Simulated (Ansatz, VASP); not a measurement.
## LiCl: VASP beside Ansatz

```
Li Cl
1.0
     0.00000    2.43652    2.43652
     2.43652    0.00000    2.43652
     2.43652    2.43652    0.00000
Li Cl
1 1
Direct
  0.00000 0.00000 0.00000
  0.50000 0.50000 0.50000
```

Change from the starting cell: strain -0.050 along x and y, -0.050 along z, atoms carried along.

Alike in both runs: task single point; functional r2SCAN; k mesh 8 × 8 × 8; occupations gaussian, width 0.05 eV; no spin polarisation.

|  | VASP | Ansatz |
| --- | --- | --- |
| version | VASP 6.6.1 | Ansatz 0.2.0 |
| potentials or method | VASP PAW PBE potentials, release 64 (Li_sv, Cl), cutoff 520 eV | scalar-relativistic, plane waves, PAW |
| valence electrons in the cell | 10 | 10 |

Ansatz gave:

* gap on the k mesh at the Fermi level (eV): 7.68
* least direct gap on the mesh (eV): 8.03

What did VASP give for the same quantities?

gap on the k mesh at the Fermi level (eV): 7.71; least direct gap on the mesh (eV): 8.06.

VASP's potentials were made for PBE, not for r2SCAN.

Noted on VASP's run: the cutoff is under 1.25 times that of the potentials, so the pressure is a little rough.
